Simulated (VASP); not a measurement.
# Tl (Fm-3m) in VASP: notebook

Aim: see how the results for Tl move with the level of theory and the settings. Levels: PBEsol+D3(BJ), r2SCAN, pbe exchange, pbesol correlation, RPBE+D4. Tasks: single point, relaxation of cell and atoms.

Program: VASP 6.6.1. These are calculated values, not measurements. Logs are shortened: lines on timing, memory, paths and dates and some standing lists are left out, and cuts for length are marked.

**1. The cell of the first run**

Symmetry: Fm-3m, No. 225, cubic system. The conventional cell has a = 4.933 Å, b = 4.933 Å, c = 4.933 Å, α = 90.00°, β = 90.00°, γ = 90.00°. Within 4.6 Å of Tl (site symmetry m-3m) lie 12 Tl at 3.49 Å.

This isn't the form of Tl at room conditions, which is hcp.

**2. Single point, PBEsol+D3(BJ), collinear spin**

INCAR

```
PREC = Accurate
ENCUT = 520
EDIFF = 1E-6
ISMEAR = -1
SIGMA = 0.1
LREAL = F
LASPH = T
NELM = 150
ALGO = Normal
ISIF = 2
LWAVE = F
LCHARG = F
ISPIN = 2
MAGMOM = 0.5
LORBIT = 11
GGA = PS
IVDW = 12
NBANDS = 16
```

KPOINTS

```
regular mesh
0
Gamma
  9 9 9
```

POSCAR

```
Tl
1.0
    3.4879332211      0.0000000000      0.0000000000
    1.7439666106      3.0206387762      0.0000000000
    1.7439666106      1.0068795921      2.8478855495
Tl
1
Direct
    0.0000000000      0.0000000000      0.0000000000
```

Potentials or basis: VASP PAW PBE potentials, release 64 (Tl_d).

Started as:

```bash
> cat potpaw_PBE.64/Tl_d/POTCAR > POTCAR
> mpirun -np 1 vasp_std > vasp.out
```

OUTCAR:

```text
PREC = Accurate
   ENCUT = 520
   EDIFF = 1E-6
   ISMEAR = -1
   LREAL = F
   LASPH = T
   NELM = 150
   ISIF = 2
   ISPIN = 2
   LORBIT = 11
   GGA = PS
   IVDW = 12
 IVDW          = 12

 ion  position               nearest neighbor table
   1  0.000  0.000  0.000-

  LATTYP: Found a face centered cubic cell.
 ALAT       =     4.9326824660

  Lattice vectors:

 A1 = (   3.4879332211,   0.0000000000,   0.0000000000)
 A2 = (   1.7439666106,   3.0206387762,   0.0000000000)
 A3 = (   1.7439666106,   1.0068795921,   2.8478855495)

Analysis of symmetry for initial positions (statically):
=====================================================================
 Subroutine PRICEL returns:
 Original cell was already a primitive cell.

 Routine SETGRP: Setting up the symmetry group for a
 face centered cubic supercell.

 Subroutine GETGRP returns: Found 48 space group operations
 (whereof 48 operations were pure point group operations)
 out of a pool of 48 trial point group operations.

The static configuration has the point symmetry O_h .

Analysis of symmetry for dynamics (positions and initial velocities):
=====================================================================
 Subroutine PRICEL returns:
 Original cell was already a primitive cell.

 Routine SETGRP: Setting up the symmetry group for a
 face centered cubic supercell.

 Subroutine GETGRP returns: Found 48 space group operations
 (whereof 48 operations were pure point group operations)
 out of a pool of 48 trial point group operations.

The dynamic configuration has the point symmetry O_h .

Analysis of structural, dynamic, and magnetic symmetry:
=====================================================================
 Subroutine PRICEL returns:
 Original cell was already a primitive cell.

 Routine SETGRP: Setting up the symmetry group for a
 face centered cubic supercell.

 Subroutine GETGRP returns: Found 48 space group operations
 (whereof 48 operations were pure point group operations)
 out of a pool of 48 trial point group operations.

The overall configuration has the point symmetry O_h .

 Subroutine INISYM returns: Found 48 space group operations
 (whereof 48 operations are pure point group operations),
 and found     1 'primitive' translations

----------------------------------------------------------------------------------------

                                     Primitive cell

  volume of cell :      30.0047

  direct lattice vectors                    reciprocal lattice vectors
     3.487933221  0.000000000  0.000000000     0.286702737 -0.165527902 -0.117045902
     1.743966611  3.020638776  0.000000000     0.000000000  0.331055804 -0.117045902
     1.743966611  1.006879592  2.847885549     0.000000000  0.000000000  0.351137706

  length of vectors
     3.487933221  3.487933221  3.487933221     0.351137706  0.351137706  0.351137706

  position of ions in fractional coordinates (direct lattice)
     0.000000000  0.000000000  0.000000000

  ion indices of the primitive-cell ions
   primitive index   ion index
                 1           1

----------------------------------------------------------------------------------------

 KPOINTS: regular mesh

Automatic generation of k-mesh.
 Grid dimensions read from file:
 generate k-points for:    9    9    9

 Generating k-lattice:

  Cartesian coordinates                     Fractional coordinates (reciprocal lattice)
     0.031855860 -0.018391989 -0.013005100     0.111111111  0.000000000  0.000000000
     0.000000000  0.036783978 -0.013005100     0.000000000  0.111111111 -0.000000000
     0.000000000  0.000000000  0.039015301     0.000000000  0.000000000  0.111111111

  Length of vectors
     0.039015301  0.039015301  0.039015301

  Shift w.r.t. Gamma in fractional coordinates (k-lattice)
     0.000000000  0.000000000  0.000000000

 Subroutine IBZKPT returns following result:
 ===========================================

 Found     35 irreducible k-points:

 Following reciprocal coordinates:
            Coordinates               Weight
  0.000000  0.000000  0.000000      1.000000
  0.111111 -0.000000  0.000000      8.000000
  0.222222  0.000000  0.000000      8.000000
  0.333333  0.000000  0.000000      8.000000
  0.444444  0.000000  0.000000      8.000000
  0.111111  0.111111  0.000000      6.000000
[... 16 lines left out ...]
 -0.333333  0.333333 -0.000000     12.000000
  0.444444  0.444444  0.000000      6.000000
 [... further k-points ...]
   k-points           NKPTS =     35   k-points in BZ     NKDIM =     35   number of bands    NBANDS=     16
   number of dos      NEDOS =    301   number of ions     NIONS =      1
   total plane-waves  NPLWV =  21952
   dimension x,y,z NGX =    28 NGY =   28 NGZ =   28
   dimension x,y,z NGXF=    56 NGYF=   56 NGZF=   56
   ions per type =               1
   NGX,Y,Z   is equivalent  to a cutoff of  13.35, 13.35, 13.35 a.u.
   NGXF,Y,Z  is equivalent  to a cutoff of  26.69, 26.69, 26.69 a.u.
 SYSTEM =  unknown system
   PREC   = accura    normal or accurate (medium, high low for compatibility)
   ISTART =      0    job   : 0-new  1-cont  2-samecut
   ICHARG =      2    charge: 1-file 2-atom 10-const
   ISPIN  =      2    spin polarized calculation?
   LNONCOLLINEAR =      F non collinear calculations
   LSORBIT =      F    spin-orbit coupling
   LASPH  =      T    aspherical Exc in radial PAW
   ENCUT  =  520.0 eV  38.22 Ry    6.18 a.u.   6.49  6.49  6.49*2*pi/ulx,y,z
   NELM   =    150;   NELMIN=  2; NELMDL= -5     # of ELM steps
   EDIFF  = 0.1E-05   stopping-criterion for ELM
   LREAL  =      F    real-space projection
   EDIFFG = 0.1E-04   stopping-criterion for IOM
   NSW    =      0    number of steps for IOM
   IBRION =     -1    ionic relax: 0-MD 1-quasi-New 2-CG
   NFREE  =      0    steps in history (QN), initial steepest desc. (CG)
   ISIF   =      2    stress and relaxation
   ISYM   =      2    0-nonsym 1-usesym 2-fastsym
   POTIM  = 0.5000    time-step for ionic-motion
   TEBEG  =    0.0;   TEEND  =   0.0 temperature during run
   PSTRESS=    0.0 pullay stress
   NELECT =      13.0000    total number of electrons
   NUPDOWN=      -1.0000    fix difference up-down
   EMIN   =  10.00;   EMAX   =-10.00  energy-range for DOS
   EFERMI =   0.00;   METHOD = LEGACY
   ISMEAR =    -1;   SIGMA  =   0.10  broadening in eV -4-tet -1-fermi 0-gaus
   EFERMI_NEDOS =   21; number of points for ismear=-14 and -15
   IALGO  =     38    algorithm
   IMIX   =      4    mixing-type and parameters
     AMIX     =   0.40;   BMIX     =  1.00
     AMIX_MAG =   1.60;   BMIX_MAG =  1.00
  volume/ion in A,a.u.               =      30.00       202.48
  Fermi-wavevector in a.u.,A,eV,Ry     =   1.238776  2.340947 20.879038  1.534566
  Thomas-Fermi vector in A             =   2.373287
   LORBIT       =     11    0 simple, 1 ext, 2 COOP (PROOUT), +10 PAW based schemes
   GGA     = PS    functional components
   LHFCALC =     F    Hartree Fock is set to
   AEXX    =    0.0000 exact exchange contribution
   IVDW    =    12    specifies the selected vdW correction
   LEPSILON=     F    determine dielectric tensor
   LRPA    =     F    only Hartree local field effects (RPA)
 spin polarized calculation
  energy-cutoff  :      520.00
  volume of cell :       30.00
 maximum number of plane-waves:       869
 NGX is ok and might be reduce to    28
   NGX = 13   NGY = 13   NGZ = 13

 number of electron      12.9999999 magnetization       0.0002794

 number of electron      12.9999999 magnetization      -0.0000098

 Free energy of the ion-electron system (eV)
  ---------------------------------------------------
  ext. energy  EPLUGINS =         0.00000000
  ---------------------------------------------------
  free energy    TOTEN  =        -2.61768411 eV

  energy without entropy =       -2.59806180  energy(sigma->0) =       -2.60787296

 E-fermi :   5.8386     XC(G=0): -10.1285

 val. band max:        5.7244719475   @ k =  -0.4444   0.3333   0.1111
 cond. band min:       5.8872260602   @ k =  -0.3333   0.4444   0.2222
 fundamental gap:      0.1627541127
 Fermi energy:         5.8385601557

 spin component 1

 k-point     1 :       0.0000    0.0000    0.0000
  band No.  band energies     occupation
      1      -5.5884      1.00000
      2      -5.5884      1.00000
      3      -5.5884      1.00000
      4      -5.3411      1.00000
      5      -5.3411      1.00000
      6      -3.8535      1.00000
[... 8 lines left out ...]
     15      22.1648      0.00000
     16      22.1648      0.00000

 k-point     2 :       0.1111   -0.0000    0.0000
  band No.  band energies     occupation
      1      -5.5979      1.00000
      2      -5.5608      1.00000
      3      -5.5608      1.00000
      4      -5.3433      1.00000
      5      -5.3433      1.00000
      6      -3.5980      1.00000
[... 8 lines left out ...]
     15      21.4804      0.00000
     16      21.4804      0.00000

 k-point     3 :       0.2222    0.0000    0.0000
  band No.  band energies     occupation
      1      -5.6410      1.00000
      2      -5.5286      1.00000
      3      -5.5286      1.00000
      4      -5.3095      1.00000
      5      -5.3095      1.00000
      6      -2.8095      1.00000
[... 8 lines left out ...]
     15      22.2970      0.00000
     16      22.2970      0.00000
[... 362 lines left out ...]
 k-point    23 :      -0.3333    0.3333   -0.0000
  band No.  band energies     occupation
      1      -5.7295      1.00000
      2      -5.4692      1.00000
      3      -5.3751      1.00000
      4      -5.3045      1.00000
      5      -5.1849      1.00000
      6       1.5170      1.00000
[... 8 lines left out ...]
     15      24.2719      0.00000
     16      28.6299      0.00000

 k-point    24 :       0.4444    0.4444    0.0000
  band No.  band energies     occupation
      1      -5.8937      1.00000
      2      -5.7906      1.00000
      3      -5.1415      1.00000
      4      -5.0799      1.00000
      5      -5.0799      1.00000
      6       1.4420      1.00000
[... 8 lines left out ...]
     15      28.0052      0.00000
     16      30.4093      0.00000

 [... further k-points ...]

 spin component 2

 k-point     1 :       0.0000    0.0000    0.0000
  band No.  band energies     occupation
      1      -5.5884      1.00000
      2      -5.5884      1.00000
      3      -5.5884      1.00000
      4      -5.3411      1.00000
      5      -5.3411      1.00000
      6      -3.8535      1.00000
[... 8 lines left out ...]
     15      22.1648      0.00000
     16      22.1648      0.00000

 k-point     2 :       0.1111   -0.0000    0.0000
  band No.  band energies     occupation
      1      -5.5979      1.00000
      2      -5.5608      1.00000
      3      -5.5608      1.00000
      4      -5.3433      1.00000
      5      -5.3433      1.00000
      6      -3.5981      1.00000
[... 8 lines left out ...]
     15      21.4804      0.00000
     16      21.4804      0.00000

 k-point     3 :       0.2222    0.0000    0.0000
  band No.  band energies     occupation
      1      -5.6410      1.00000
      2      -5.5286      1.00000
      3      -5.5286      1.00000
      4      -5.3095      1.00000
      5      -5.3095      1.00000
      6      -2.8096      1.00000
[... 8 lines left out ...]
     15      22.2970      0.00000
     16      22.2970      0.00000
[... 362 lines left out ...]
 k-point    23 :      -0.3333    0.3333   -0.0000
  band No.  band energies     occupation
      1      -5.7295      1.00000
      2      -5.4692      1.00000
      3      -5.3751      1.00000
      4      -5.3045      1.00000
      5      -5.1849      1.00000
      6       1.5170      1.00000
[... 8 lines left out ...]
     15      24.2719      0.00000
     16      28.6299      0.00000

 k-point    24 :       0.4444    0.4444    0.0000
  band No.  band energies     occupation
      1      -5.8938      1.00000
      2      -5.7907      1.00000
      3      -5.1415      1.00000
      4      -5.0799      1.00000
      5      -5.0799      1.00000
      6       1.4420      1.00000
[... 8 lines left out ...]
     15      28.0052      0.00000
     16      30.4093      0.00000

 [... further k-points ...]

------------------------ aborting loop because EDIFF is reached ----------------------------------------

 Edisp (eV)   -0.36494

 E8    (eV) :    -0.2720

  FORCE on cell =-STRESS in cart. coord.  units (eV):
  Direction    XX          YY          ZZ          XY          YZ          ZX
  --------------------------------------------------------------------------------------
  -------------------------------------------------------------------------------------
  Total      -0.70562    -0.70562    -0.70562    -0.00000    -0.00000    -0.00000
  in kB     -37.67811   -37.67811   -37.67811    -0.00000    -0.00000    -0.00000
  external pressure =      -37.68 kB  Pullay stress =        0.00 kB

 VOLUME and BASIS-vectors are now :
 -----------------------------------------------------------------------------
  energy-cutoff  :      520.00
  volume of cell :       30.00
      direct lattice vectors                 reciprocal lattice vectors
     3.487933221  0.000000000  0.000000000     0.286702737 -0.165527902 -0.117045902
     1.743966611  3.020638776  0.000000000     0.000000000  0.331055804 -0.117045902
     1.743966611  1.006879592  2.847885549     0.000000000  0.000000000  0.351137706

 POSITION                                       TOTAL-FORCE (eV/Angst)
 -----------------------------------------------------------------------------------
      0.00000      0.00000      0.00000         0.000000     -0.000000      0.000000
 -----------------------------------------------------------------------------------
    total drift:                               -0.000000     -0.000000     -0.000000

  FREE ENERGIE OF THE ION-ELECTRON SYSTEM (eV)
  ---------------------------------------------------
  free  energy   TOTEN  =        -2.9826214321 eV

  energy  without entropy=       -2.9629991179  energy(sigma->0) =       -2.97281028

 total charge

# of ion       s       p       d       tot
------------------------------------------
    1        1.173   0.373   9.636  11.182

 magnetization (x)

# of ion       s       p       d       tot
------------------------------------------
    1       -0.000  -0.000  -0.000  -0.000
```

It took 59 s on 1 thread of Intel Xeon 8259CL, shared host; peak memory 0.19 GiB.

Results:

| Item | Value |
| --- | --- |
| Free energy | -2.9826 eV |
| Pressure | -3.8 GPa |
| Net moment | 0.00 μB per cell |
| Valence electrons inside the program's atomic spheres | Tl 11.18 |
| Dispersion energy per atom | -0.365 eV |

Caveat: the cell stands under tension; the PAW data sets were made with another functional, which shifts forces and pressure a little; spin-orbit coupling is left out, which moves the levels of the heavy elements.

**3. Single point, r2SCAN (34.51 Å³/atom)**

This run uses another cell than the first one, of 34.51 Å³/atom.

POSCAR

```
Tl
1.0
    0.0000000000      2.5839599450      2.5839599450
    2.5839599450      0.0000000000      2.5839599450
    2.5839599450      2.5839599450      0.0000000000
Tl
1
Direct
    0.0000000000      0.0000000000      0.0000000000
```

INCAR.step1

```
PREC = Accurate
ENCUT = 550
ISMEAR = -1
SIGMA = 0.05
LREAL = False
LASPH = True
NELM = 120
NBANDS = 12
GGA = PE
ALGO = Normal
EDIFF = 1E-5
LWAVE = True
LCHARG = False
GGA_COMPAT = False
```

INCAR.step2

```
PREC = Accurate
ENCUT = 550
EDIFF = 1E-6
ISMEAR = -1
SIGMA = 0.05
LREAL = False
LASPH = True
NELM = 120
ALGO = Normal
ISIF = 2
LWAVE = False
LCHARG = False
METAGGA = R2SCAN
LMIXTAU = True
NBANDS = 12
ISTART = 1
GGA_COMPAT = False
```

KPOINTS

```
Automatic mesh
0
Gamma
  9 9 9
```

Potentials or basis: VASP PAW PBE potentials, release 64 (Tl_d).

Started as:

```bash
> cat potpaw_PBE.64/Tl_d/POTCAR > POTCAR
> cp INCAR.step1 INCAR
> mpirun -np 1 vasp_std > vasp.out
> cp INCAR.step2 INCAR
> mpirun -np 1 vasp_std > vasp.out
```

It took 34 s on 1 thread of Intel Xeon Platinum 8488C (Sapphire Rapids), shared host; peak memory 0.16 GiB.

The run converged. Its results:

```
Free energy            : -53.1108 eV
Pressure               : -3.2 GPa
Band gap on the k mesh : zero (an odd number of electrons rules out a gap without spin polarisation)
```

Levels at points of the mesh, in eV from the Fermi level:
```csv
k point,band 3,band 4,band 5,band 6,band 7,band 8,band 9,band 10
"(0.00, 0.00, 0.00)",-12.01,-11.84,-11.84,-9.30,8.93,8.93,8.93,11.22
```

Caveat: the cell stands under tension; the PAW data sets were made with another functional, which shifts forces and pressure a little; spin-orbit coupling is left out, which moves the levels of the heavy elements.

**4. Single point, pbe exchange, pbesol correlation, collinear spin**

This run uses another cell than the first one, of 31.90 Å³/atom.

INCAR

```
ALGO = Normal
EDIFF = 1E-6
ENCUT = 500
GGA = LIBXC
GGA_COMPAT = F
ISIF = 2
ISMEAR = -1
ISPIN = 2
LASPH = T
LCHARG = F
LIBXC1 = GGA_X_PBE
LIBXC2 = GGA_C_PBE_SOL
LORBIT = 11
LREAL = F
LWAVE = F
MAGMOM = 0.5
NBANDS = 16
NELM = 200
PREC = Accurate
SIGMA = 0.1
```

KPOINTS

```
k-points
0
Gamma
  9 9 9
```

POSCAR

```
Tl
1.0
    0.0000000000      2.5173297843      2.5173297843
    2.5173297843      0.0000000000      2.5173297843
    2.5173297843      2.5173297843      0.0000000000
Tl
1
Direct
    0.0000000000      0.0000000000      0.0000000000
```

Started as:

```bash
> cat potpaw_PBE.64/Tl_d/POTCAR > POTCAR
> mpirun -np 1 vasp_std > vasp.out
```

Run time: 30 s. Hardware: 1 thread of Intel Xeon Platinum 8488C (Sapphire Rapids), shared host; peak memory 0.18 GiB.

It converged, with:

```yaml
Free_energy: -2.1989 eV
Pressure: -0.1 GPa
Net_moment: 0.00 μB per cell
Valence_electrons_inside_the_program's_atomic_spheres: Tl 11.18
```

Levels at points of the mesh, in eV from the Fermi level:
Spin up:
```csv
k point,band 4,band 5,band 6,band 7,band 8,band 9
"(0.00, 0.00, 0.00)",-11.30,-11.30,-9.35,9.31,9.31,9.31
```
Spin down:
| k point | band 4 | band 5 | band 6 | band 7 | band 8 | band 9 |
| --- | --- | --- | --- | --- | --- | --- |
| (0.00, 0.00, 0.00) | -11.30 | -11.30 | -9.35 | 9.31 | 9.31 | 9.31 |

Caveat: the PAW data sets were made with another functional, which shifts forces and pressure a little; spin-orbit coupling is left out, which moves the levels of the heavy elements.

[end of part 1 of 2]
